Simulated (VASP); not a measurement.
Set up this calculation in VASP 6.6.1, as the native input.

```
Task                   : single point
Functional             : PBE
Dispersion             : D3(BJ)
Potentials or basis    : VASP PAW PBE potentials, release 64 (Pb_d, S)
Cutoff                 : 520 eV
k mesh                 : 8 × 8 × 3
Occupations            : gaussian, width 0.03 eV
Spin                   : no spin polarisation
Dipole correction      : no
Further INCAR settings : ALGO = Normal; EDIFF = 1e-06; NBANDS = 50; ISYM = 0
```

The structure of PbS lies in POSCAR:

```
PbS
1.0
   -2.9671314639     -2.9671314639      0.0000000000
    2.9671314639     -2.9671314639      0.0000000000
   -2.9671314639      0.0000000000     11.8685258554
Pb S
4 4
Direct
    0.4375000000      0.5625000000      0.1250000000
   -0.1875000000      0.1875000000      0.3750000000
    0.1875000000      0.8125000000      0.6250000000
   -0.4375000000      0.4375000000      0.8750000000
   -0.0625000000      0.0625000000      0.1250000000
    0.3125000000      0.6875000000      0.3750000000
   -0.3125000000      0.3125000000      0.6250000000
    0.0625000000      0.9375000000      0.8750000000
```

This cell differs from its parent crystal: the part above a cut slid along it.

The input as run:

INCAR

```
PREC = Accurate ; ENCUT = 520
EDIFF = 1E-6 ; ISMEAR = 0
SIGMA = 0.03 ; LREAL = F
LASPH = T ; NELM = 80
ALGO = Normal ; ISIF = 2
LWAVE = F ; LCHARG = T
GGA = PE ; IVDW = 12
LELF = T ; LVHAR = T
ISYM = 0 ; NBANDS = 50
```

KPOINTS

```
regular mesh
0
Gamma
  8 8 3
```

Potentials or basis: VASP PAW PBE potentials, release 64 (Pb_d, S).

Run with:

```console
$ cat potpaw_PBE.64/Pb_d/POTCAR potpaw_PBE.64/S/POTCAR > POTCAR
$ mpirun -np 1 vasp_std > vasp.out
```

It gave:

```yaml
Pressure: -0.3 GPa
Largest_force: 1.776 eV/Å
Band_gap_on_the_k_mesh: 0.18 eV
Dispersion_energy_per_atom: -0.349 eV
```

Caveat: the cell differs from its parent crystal (the part above a cut slid along it); spin-orbit coupling is left out, which moves the levels of the heavy elements; forces of over 1 eV/Å act on the atoms, so gaps and moduli don't describe the material at rest.

Wall time 44 min on 1 thread of Oxide Virtual Turin-like Processor, on a shared host, peak memory 0.79 GiB.
